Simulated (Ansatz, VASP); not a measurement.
## One calculation of Fe, two programs

The input INCAR:

```
ALGO = Normal
EDIFF = 1E-7
ENCUT = 520
GGA = CA
ISIF = 2
ISMEAR = -1
LASPH = T
LCHARG = F
LREAL = F
LWAVE = F
NBANDS = 24
NELM = 80
PREC = Accurate
SIGMA = 0.1
```

The input KPOINTS:

```
k-points
0
Gamma
  17 17 5
```

File POSCAR:

```
Fe
1.0
    2.3972081792      0.0000000000      0.0000000000
   -1.1986040896      2.0760431813      0.0000000000
    0.0000000000      0.0000000000      7.7151118029
Fe
4
Direct
    1.0000000000      0.0000000000      0.0000000000
    1.0000000000      0.0000000000      0.5000000000
    0.3333333333      0.6666666667      0.2500000000
    0.6666666667      0.3333333333      0.7500000000
```

Input for Ansatz:

```yaml
crystal:
  lattice:
    - [2.3972081792, 0.0, 0.0]
    - [-1.1986040896, 2.0760431813, 0.0]
    - [0.0, 0.0, 7.7151118029]
  atoms:
    - { symbol: Fe, position: [1.0, 0.0, 0.0] }
    - { symbol: Fe, position: [1.0, 0.0, 0.5] }
    - { symbol: Fe, position: [0.3333333333, 0.6666666667, 0.25] }
    - { symbol: Fe, position: [0.6666666667, 0.3333333333, 0.75] }
hamiltonian:
  xc: lda
  pseudopotentials:
    kind: paw
    azcp:
      Fe: "pseudopotentials/Fe.paw.azcp"
basis:
  ecutwfc: 420
  fft_grid_basis: typed
kpoints:
  mp_grid: { grid: [17, 17, 5], shift: [0, 0, 0] }
magnetization:
  spin_polarized: false
scf:
  occupations: { method: fermi_dirac, width: 0.1 }
  lower_state_search: "off"
output:
  stress: true
  write_density: true
  write_potential: true
  elf: true
  volumetric_format: npy
```

Alike in both runs: task single point; functional LDA; k mesh 17 × 17 × 5; occupations fermi-dirac, width 0.1 eV; no spin polarisation.

```csv
,VASP,Ansatz
version,VASP 6.6.1,Ansatz 0.2.0
potentials or method,"VASP PAW LDA potentials, release 64 (Fe), cutoff 520 eV","plane waves (420 eV) with PAW, scalar-relativistic"
valence electrons in the cell,32,64
```

|  | VASP | Ansatz | Ansatz less VASP |
| --- | --- | --- | --- |
| pressure (GPa) | -0.3 | 0.0 | +0.29 |
| traceless stress, the component that is largest in VASP (GPa) | -0.13 | -0.06 | +0.069 |

Ansatz warns that its potentials were made for another functional, while VASP's fit it. LDA's correlation is that of Perdew and Zunger in VASP and of Perdew and Wang (1992) in Ansatz. VASP's potentials hold 32 valence electrons a cell and Ansatz's 64, so a difference there can come from the potentials and not from the codes.
